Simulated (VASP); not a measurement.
P: single point with LDA

P:

```
CELL_PARAMETERS angstrom
1.51398 1.51398 1.51398
-1.51398 1.51398 1.51398
-1.51398 -1.51398 1.51398
ATOMIC_POSITIONS crystal
P 0.00000 0.00000 0.00000
```

This isn't the form of P at room conditions, which is orthorhombic.

```json
{
 "Program": "VASP 6.6.1",
 "Task": "single point",
 "Functional": "LDA",
 "Potentials or basis": "VASP PAW LDA potentials, release 64 (P)",
 "Cutoff": "520 eV",
 "k mesh": "20 × 20 × 20",
 "Occupations": "fermi-dirac, width 0.02 eV",
 "Spin": "no spin polarisation",
 "Dipole correction": "no",
 "Further INCAR settings": "ALGO = Normal; EDIFF = 1e-06; NBANDS = 8"
}
```

```json
{
  "Pressure": "-2.3 GPa",
  "Band gap on the k mesh": "zero (an odd number of electrons rules out a gap without spin polarisation)"
}
```

Levels at points of the mesh, in eV from the Fermi level:
```csv
k point,band 1,band 2,band 3,band 4,band 5,band 6,band 7,band 8
"(0.00, 0.00, 0.00)",-16.64,7.33,7.33,7.33,12.10,12.10,12.10,16.08
"(0.50, 0.00, 0.00)",-10.00,-8.03,2.52,5.37,7.39,8.33,19.65,19.66
"(0.50, 0.50, 0.50)",-4.00,-2.64,-2.64,-2.64,2.32,2.32,23.85,23.85
```

It took 18 s on 1 thread of Intel Xeon 8259CL, with other jobs on the host, peak memory 0.13 GiB.
